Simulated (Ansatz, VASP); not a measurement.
## Sn: VASP beside Ansatz

```xyz
1
Lattice="3.2816 0.0000 0.0000 -1.0939 3.0940 0.0000 -1.0939 -1.5470 2.6794" Properties=species:S:1:pos:R:3 pbc="T T T"
Sn    0.0000    0.0000    0.0000
```

Alike in both runs: task single point; functional BLYP; k mesh 12 × 12 × 12; occupations fermi-dirac, width 0.1 eV; no spin polarisation.

|  | VASP | Ansatz |
| --- | --- | --- |
| version | VASP 6.6.1 | Ansatz 0.2.0 |
| potentials or method | VASP PAW PBE potentials, release 64 (Sn_d), cutoff 500 eV | plane waves, PAW |
| valence electrons in the cell | 14 | 14 |

```csv
,VASP,Ansatz,Ansatz less VASP
pressure (GPa),5.3,5.3,0.00
```

VASP's potentials were made for PBE, not for BLYP. The functional is the same, so the differences come from potentials, cutoffs and numerics.
